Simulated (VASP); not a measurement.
Set up this calculation in VASP 6.6.1, as the native input.

| Item | Value |
| --- | --- |
| Task | single point |
| Functional | PBE |
| Potentials or basis | VASP PAW PBE potentials, release 64 (Rb_sv) |
| Cutoff | 520 eV |
| k mesh | 6 × 6 × 6 |
| Occupations | gaussian, width 0.05 eV |
| Spin | no spin polarisation |
| Dipole correction | no |
| Further INCAR settings | ALGO = Normal; EDIFF = 1e-06; NBANDS = 10 |

The structure of Rb lies in POSCAR:

```
Rb
1.0
   -2.7950000000      2.7950000000      2.7950000000
    2.7950000000     -2.7950000000      2.7950000000
    2.7950000000      2.7950000000     -2.7950000000
Rb
1
Direct
    0.0000000000      0.0000000000      0.0000000000
```

One way to write it, as run:

INCAR

```
PREC     = Accurate       # precision mode
ENCUT    = 520            # plane-wave cutoff, eV
EDIFF    = 1E-6           # SCF threshold, eV
ISMEAR   = 0              # smearing method
SIGMA    = 0.05           # smearing width, eV
LREAL    = False          # projectors in reciprocal space
LASPH    = True           # aspherical terms in the spheres
NELM     = 80             # most SCF steps
ALGO     = Normal         # electronic algorithm
ISIF     = 2              # what is computed and relaxed
LWAVE    = False          # write WAVECAR
LCHARG   = False          # write CHGCAR
GGA      = PE             # functional
NBANDS   = 10             # bands
```

KPOINTS

```
regular mesh
0
Gamma
  6 6 6
```

Potentials or basis: VASP PAW PBE potentials, release 64 (Rb_sv).

The run is started by

```sh
$ cat potpaw_PBE.64/Rb_sv/POTCAR > POTCAR
$ mpirun -np 1 vasp_std > vasp.out
```

Results of the run:

* Pressure: 0.1 GPa
* Band gap on the k mesh: zero (an odd number of electrons rules out a gap without spin polarisation)

Run time: 8.9 s on 1 thread of Intel(R) Xeon(R) Platinum 8259CL CPU @ 2.50GHz (Skylake/Cascade Lake) (shared host), peak memory 0.2 GiB.
